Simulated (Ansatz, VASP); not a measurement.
# Rb in VASP and in Ansatz

The input INCAR:

```
SYSTEM = Rb
  ALGO = Normal
  EDIFF = 1E-6
  ENCUT = 500
  GGA = PE
  GGA_COMPAT = .FALSE.
  ISIF = 2
  ISMEAR = 1
  LASPH = .TRUE.
  LCHARG = .FALSE.
  LORBIT = 11
  LORBMOM = .TRUE.
  LREAL = .FALSE.
  LSORBIT = .TRUE.
  LWAVE = .FALSE.
  MAGMOM = 0 0 0
  NBANDS = 20
  NELM = 200
  PREC = Accurate
  SIGMA = 0.05
```

The input KPOINTS:

```
k-points
0
G
  7 7 7
  0 0 0
```

Contents of POSCAR:

```
Rb
1.0
   -2.8025000000      2.8025000000      2.8025000000
    2.8025000000     -2.8025000000      2.8025000000
    2.8025000000      2.8025000000     -2.8025000000
Rb
1
Direct
    0.0000000000      0.0000000000      0.0000000000
```

Contents of input.yaml:

```yaml
crystal:
  lattice: { a: 5.605, b: 5.605, c: 5.605, alpha: 90.0, beta: 90.0, gamma: 90.0 }
  space_group: 229
  reduce_to_primitive: true
  atoms:
    - { symbol: Rb, wyckoff: "2a", position: [0.0, 0.0, 0.0] }
hamiltonian:
  xc: pbe
  pseudopotentials: { kind: paw_fr }
magnetization:
  noncollinear: true
  spin_orbit: true
kpoints:
  mp_grid: { grid: [7, 7, 7] }
scf:
  occupations: { method: methfessel_paxton, width: 0.05 }
  n_extra_bands: 12
output:
  eigenvalues: true
  optics: { e_range: [0, 14], sigma: 0.05, nscf_kmesh: { grid: [10, 10, 10] } }
```

Alike in both runs: functional PBE; k mesh 7 × 7 × 7; occupations methfessel-paxton of order 1, width 0.05 eV; non-collinear spin, spin-orbit coupling.

```csv
,VASP,Ansatz
version,VASP 6.6.1,Ansatz 0.2.0
potentials or method,"VASP PAW PBE potentials, release 64 (Rb_sv)",Ansatz PAW
plane-wave cutoff (eV),500,420
valence electrons in the cell,9,9
task,single point,optical spectrum
```

|  | VASP | Ansatz | Ansatz less VASP |
| --- | --- | --- | --- |
| net moment per atom (μB) | 0.00 | 0.00 | 0.000 |

The functional is the same, so the differences come from potentials, cutoffs and numerics.
